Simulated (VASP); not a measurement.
# Y (Fm-3m) in VASP: further runs

Y is run at these levels: PBEsol; tasks: single point.

All numbers are computed with VASP 6.6.1; they aren't measurements. Logs are shortened: lines on timing, memory, paths and dates and some standing lists are left out, and cuts for length are marked.

## 1. The cell of the first run

Symmetry: Fm-3m, No. 225, cubic system. The conventional cell has a = 5.026 Å, b = 5.026 Å, c = 5.026 Å, α = 90.00°, β = 90.00°, γ = 90.00°. Within 4.7 Å of Y (site symmetry m-3m) lie 12 Y at 3.55 Å.

## 2. Single point, PBEsol (volume scaled by 1.03)

INCAR reads:

```
ALGO = Fast
EDIFF = 1E-6
ENCUT = 520
GGA = PS
ISIF = 2
ISMEAR = 0
LASPH = T
LCHARG = F
LREAL = F
LWAVE = F
NBANDS = 12
NELM = 80
PREC = Accurate
SIGMA = 0.1
```

KPOINTS reads:

```
k-points
0
Gamma
  14 14 14
```

POSCAR reads:

```
Y
1.0
    0.0000000000      2.5131122984      2.5131122984
    2.5131122984      0.0000000000      2.5131122984
    2.5131122984      2.5131122984      0.0000000000
Y
1
Direct
    0.0000000000      0.0000000000      0.0000000000
```

Potentials or basis: VASP PAW PBE potentials, release 64 (Y_sv).

Started as:

```console
> cat potpaw_PBE.64/Y_sv/POTCAR > POTCAR
> mpirun -np 1 vasp_std > vasp.out
```

OUTCAR:

```text
EDIFF = 1E-6
   ENCUT = 520
   GGA = PS
   ISIF = 2
   ISMEAR = 0
   LASPH = T
   LREAL = F
   NELM = 80
   PREC = Accurate

 ion  position               nearest neighbor table
   1  0.000  0.000  0.000-

  LATTYP: Found a face centered cubic cell.
 ALAT       =     5.0262245968

  Lattice vectors:

 A1 = (   0.0000000000,   2.5131122984,   2.5131122984)
 A2 = (   2.5131122984,   0.0000000000,   2.5131122984)
 A3 = (   2.5131122984,   2.5131122984,   0.0000000000)

Analysis of symmetry for initial positions (statically):
=====================================================================
 Subroutine PRICEL returns:
 Original cell was already a primitive cell.

 Routine SETGRP: Setting up the symmetry group for a
 face centered cubic supercell.

 Subroutine GETGRP returns: Found 48 space group operations
 (whereof 48 operations were pure point group operations)
 out of a pool of 48 trial point group operations.

The static configuration has the point symmetry O_h .

Analysis of symmetry for dynamics (positions and initial velocities):
=====================================================================
 Subroutine PRICEL returns:
 Original cell was already a primitive cell.

 Routine SETGRP: Setting up the symmetry group for a
 face centered cubic supercell.

 Subroutine GETGRP returns: Found 48 space group operations
 (whereof 48 operations were pure point group operations)
 out of a pool of 48 trial point group operations.

The dynamic configuration has the point symmetry O_h .

 Subroutine INISYM returns: Found 48 space group operations
 (whereof 48 operations are pure point group operations),
 and found     1 'primitive' translations

----------------------------------------------------------------------------------------

                                     Primitive cell

  volume of cell :      31.7443

  direct lattice vectors                    reciprocal lattice vectors
     0.000000000  2.513112298  2.513112298    -0.198956489  0.198956489  0.198956489
     2.513112298  0.000000000  2.513112298     0.198956489 -0.198956489  0.198956489
     2.513112298  2.513112298  0.000000000     0.198956489  0.198956489 -0.198956489

  length of vectors
     3.554077496  3.554077496  3.554077496     0.344602748  0.344602748  0.344602748

  position of ions in fractional coordinates (direct lattice)
     0.000000000  0.000000000  0.000000000

  ion indices of the primitive-cell ions
   primitive index   ion index
                 1           1

----------------------------------------------------------------------------------------
[... 76 lines left out ...]
   ISIF   =      2    stress and relaxation
   ISYM   =      2    0-nonsym 1-usesym 2-fastsym
   POTIM  = 0.5000    time-step for ionic-motion
   TEBEG  =    0.0;   TEEND  =   0.0 temperature during run
   PSTRESS=    0.0 pullay stress
   NELECT =      11.0000    total number of electrons
   NUPDOWN=      -1.0000    fix difference up-down
   EMIN   =  10.00;   EMAX   =-10.00  energy-range for DOS
   EFERMI =   0.00;   METHOD = LEGACY
   ISMEAR =     0;   SIGMA  =   0.10  broadening in eV -4-tet -1-fermi 0-gaus
   EFERMI_NEDOS =   21; number of points for ismear=-14 and -15
   IALGO  =     68    algorithm
   IMIX   =      4    mixing-type and parameters
     AMIX     =   0.40;   BMIX     =  1.00
     AMIX_MAG =   1.60;   BMIX_MAG =  1.00
  volume/ion in A,a.u.               =      31.74       214.22
  Fermi-wavevector in a.u.,A,eV,Ry     =   1.149875  2.172948 17.989782  1.322212
  Thomas-Fermi vector in A             =   2.286542
   LORBIT       =      0    0 simple, 1 ext, 2 COOP (PROOUT), +10 PAW based schemes
   GGA     = PS    functional components
   LHFCALC =     F    Hartree Fock is set to
   AEXX    =    0.0000 exact exchange contribution
   IVDW    =     0    specifies the selected vdW correction
   LEPSILON=     F    determine dielectric tensor
   LRPA    =     F    only Hartree local field effects (RPA)
 non-spin polarized calculation
 RMM-DIIS sequential band-by-band and
 Gauss-broadening in eV      SIGMA  =   0.10
  energy-cutoff  :      520.00
  volume of cell :       31.74
 maximum number of plane-waves:       881
   NGX = 13   NGY = 13   NGZ = 13

 number of electron      11.0000000 magnetization

 Free energy of the ion-electron system (eV)
  ---------------------------------------------------
  ext. energy  EPLUGINS =         0.00000000
  ---------------------------------------------------
  free energy    TOTEN  =        -6.80117061 eV

  energy without entropy =       -6.79268334  energy(sigma->0) =       -6.79692698

 E-fermi :   3.1131     XC(G=0):  -9.6651

 val. band max:        3.1101577440   @ k =   0.5000   0.2857   0.1429
 cond. band min:       3.1158052486   @ k =   0.5000   0.2143   0.0714
 fundamental gap:      0.0056475045
 Fermi energy:         3.1130881439

 k-point     1 :       0.0000    0.0000    0.0000
  band No.  band energies     occupation
      1     -39.4269      2.00000
      2     -19.1232      2.00000
      3     -19.1232      2.00000
      4     -19.1232      2.00000
      5      -1.7076      2.00000
      6       4.9049      0.00000
      7       4.9049      0.00000
      8       4.9049      0.00000
      9       6.9784      0.00000
     10       6.9784      0.00000
     11      12.1588      0.00000
     12      15.4781      0.00000
[... 331 lines left out ...]
 k-point    24 :       0.2857    0.1429    0.0000
  band No.  band energies     occupation
      1     -39.3833      2.00000
      2     -19.4391      2.00000
      3     -19.2070      2.00000
      4     -19.2008      2.00000
      5      -0.0238      2.00000
      6       3.5392      0.00000
      7       4.9085      0.00000
      8       5.5608      0.00000
      9       6.3696      0.00000
     10       7.5972      0.00000
     11      13.3396      0.00000
     12      15.1909      0.00000

 [... further k-points ...]
[... 5 lines left out ...]
  --------------------------------------------------------------------------------------
  -------------------------------------------------------------------------------------
  Total       -0.2528714     -0.2528714     -0.2528714     -0.0000000     -0.0000000     -0.0000000
  in kB      -12.7627628    -12.7627628    -12.7627628     -0.0000000     -0.0000000     -0.0000000
  external PRESSURE =     -12.7627628 kB  Pullay stress =       0.0000000 kB

 VOLUME and BASIS-vectors are now :
 -----------------------------------------------------------------------------
  energy-cutoff  :      520.00
  volume of cell :       31.74
      direct lattice vectors                 reciprocal lattice vectors
     0.000000000  2.513112298  2.513112298    -0.198956489  0.198956489  0.198956489
     2.513112298  0.000000000  2.513112298     0.198956489 -0.198956489  0.198956489
     2.513112298  2.513112298  0.000000000     0.198956489  0.198956489 -0.198956489

 POSITION                                       TOTAL-FORCE (eV/Angst)
 -----------------------------------------------------------------------------------
      0.00000      0.00000      0.00000         0.000000      0.000000      0.000000
 -----------------------------------------------------------------------------------
    total drift:                               -0.000000      0.000000     -0.000000

  FREE ENERGIE OF THE ION-ELECTRON SYSTEM (eV)
  ---------------------------------------------------
  free  energy   TOTEN  =        -6.8011706106 eV

  energy  without entropy=       -6.7926833425  energy(sigma->0) =       -6.79692698
```

stdout:

```text
POSCAR found type information on POSCAR Y
 POSCAR found :  1 types and       1 ions
 scaLAPACK will be used
 -----------------------------------------------------------------------------
|                                                                             |
|                                                                             |
|     You enforced a specific xc type in the INCAR file but a different       |
|     I HOPE YOU KNOW WHAT YOU ARE DOING!                                     |
|                                                                             |
 -----------------------------------------------------------------------------

 LDA part: xc-table for (Slater+PW92), standard interpolation
 POSCAR, INCAR and KPOINTS ok, starting setup
 FFT: planning ... GRIDC
 FFT: planning ... GRID_SOFT
 FFT: planning ... GRID
 WAVECAR not read
 entering main loop
WARNING in EDDRMM: call to ZHEGV failed, returncode =   8  4      7
WARNING in EDDRMM: call to ZHEGV failed, returncode =   8  4     12
```

Wall time 83 s (1 thread of AMD EPYC 7R43 (Zen 3), shared host); peak memory 0.17 GiB.

Results:

| Quantity | Value |
| --- | --- |
| Free energy | -6.8012 eV |
| Pressure | -1.3 GPa |

Levels at points of the mesh, in eV from the Fermi level:
| k point | band 2 | band 3 | band 4 | band 5 | band 6 | band 7 | band 8 | band 9 |
| --- | --- | --- | --- | --- | --- | --- | --- | --- |
| (0.00, 0.00, 0.00) | -22.24 | -22.24 | -22.24 | -4.82 | 1.79 | 1.79 | 1.79 | 3.87 |
| (0.50, 0.00, 0.00) | -22.86 | -22.32 | -22.32 | -2.04 | 0.69 | 1.62 | 1.62 | 5.38 |
| (0.50, 0.50, 0.00) | -22.82 | -22.46 | -22.46 | -1.82 | -0.93 | 2.18 | 5.39 | 5.81 |

Caveat: the PAW data sets were made with another functional, which shifts forces and pressure a little.

## 3. Single point, PBEsol (volume scaled by 1.06)

INCAR reads:

```
SYSTEM = Y
  ALGO = Fast
  EDIFF = 1E-6
  ENCUT = 520
  GGA = PS
  ISIF = 2
  ISMEAR = 0
  LASPH = .TRUE.
  LCHARG = .FALSE.
  LREAL = .FALSE.
  LWAVE = .FALSE.
  NBANDS = 12
  NELM = 80
  PREC = Accurate
  SIGMA = 0.1
```

KPOINTS reads:

```
k-points
0
G
  14 14 14
  0 0 0
```

POSCAR reads:

```
Y
1.0
    0.0000000000      2.5372783222      2.5372783222
    2.5372783222      0.0000000000      2.5372783222
    2.5372783222      2.5372783222      0.0000000000
Y
1
Direct
    0.0000000000      0.0000000000      0.0000000000
```

Potentials or basis: VASP PAW PBE potentials, release 64 (Y_sv).

Started as:

```console
> cat potpaw_PBE.64/Y_sv/POTCAR > POTCAR
> mpirun -np 1 vasp_std > vasp.out
```

Run time: 98 s. Hardware: 1 thread of AMD EPYC 7R43 (Zen 3), shared host; peak memory 0.17 GiB.

The run converged. Its results:

```
Free energy : -6.7908 eV
Pressure    : -2.3 GPa
```

Levels at points of the mesh, in eV from the Fermi level:
```tsv
k point	band 2	band 3	band 4	band 5	band 6	band 7	band 8	band 9
(0.00, 0.00, 0.00)	-22.33	-22.33	-22.33	-4.78	1.76	1.76	1.76	3.76
(0.50, 0.00, 0.00)	-22.89	-22.40	-22.40	-2.00	0.61	1.60	1.60	5.22
(0.50, 0.50, 0.00)	-22.86	-22.53	-22.53	-1.75	-0.88	2.06	5.23	5.64
```

Caveat: the PAW data sets were made with another functional, which shifts forces and pressure a little.

(Continued in part 2 of 2.)
